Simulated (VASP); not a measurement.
Here is a VASP 6.6.1 calculation.

INCAR

```
ALGO = Normal
EDIFF = 1E-6
ENCUT = 520
GGA = PE
ISIF = 2
ISMEAR = -1
LASPH = True
LCHARG = False
LREAL = False
LWAVE = False
NBANDS = 16
NELM = 80
PREC = Accurate
SIGMA = 0.08
```

The input KPOINTS:

```
k-points
0
Gamma
  14 14 14
```

Contents of POSCAR:

```
ZnS
1.0
    0.0000000000      2.2792956592      2.2792956592
    2.2792956592      0.0000000000      2.2792956592
    2.2792956592      2.2792956592      0.0000000000
Zn S
1 1
Direct
    0.0000000000      0.0000000000      0.0000000000
    0.2500000000      0.2500000000      0.2500000000
```

Potentials or basis: VASP PAW PBE potentials, release 64 (Zn, S).

The run is started by

```bash
$ cat potpaw_PBE.64/Zn/POTCAR potpaw_PBE.64/S/POTCAR > POTCAR
$ mpirun -np 1 vasp_std > vasp.out
```

Predict the pressure.

120.6 GPa.

Estimate the band gap on the k mesh.

1.80 eV, indirect (least direct gap 4.57 eV).

A k mesh can miss the band edges.
